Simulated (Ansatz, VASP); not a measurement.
# One calculation of Li4SiN2, two programs

```
Li Si N
1.0
     0.00070   -3.48096    0.00216
    -5.05986    1.74178    0.01086
     2.62479    0.00370   -4.84957
Li Si N
4 1 2
Direct
  0.25672 0.51108 0.63893
  0.74074 0.48308 0.35402
  0.86114 0.72201 0.06173
  0.14954 0.30046 0.92982
  0.48808 0.97762 0.58036
  0.67429 0.34569 0.66307
  0.32950 0.66006 0.27207
```

Change from the starting cell: cell x1, atoms moved at random (sigma 0.05 Å) and cell strained at random (1.5 %), then relaxed without symmetry.

Alike in both runs: functional PBE; k mesh 6 × 6 × 4; occupations gaussian, width 0.2 eV; no spin polarisation.

Ansatz relaxed the structure, and its values are those at the end. VASP's run is a single point on that final structure, the one shown.

|  | VASP | Ansatz |
| --- | --- | --- |
| version | VASP 6.6.1 | Ansatz 0.2.0 |
| potentials or method | VASP PAW PBE potentials, release 64 (Li_sv, Si, N), cutoff 520 eV | scalar-relativistic, plane waves, PAW |
| valence electrons in the cell | 26 | 26 |

```tsv
	VASP	Ansatz	Ansatz less VASP
gap on the k mesh at the Fermi level (eV)	0.28	0.27	-0.002
least direct gap on the mesh (eV)	0.41	0.41	0.000
rms of the force components (eV/Å)	0.014	0.013	-0.0015
```

Noted on VASP's run: the cutoff is under 1.25 times that of the potentials, so the pressure is a little rough.
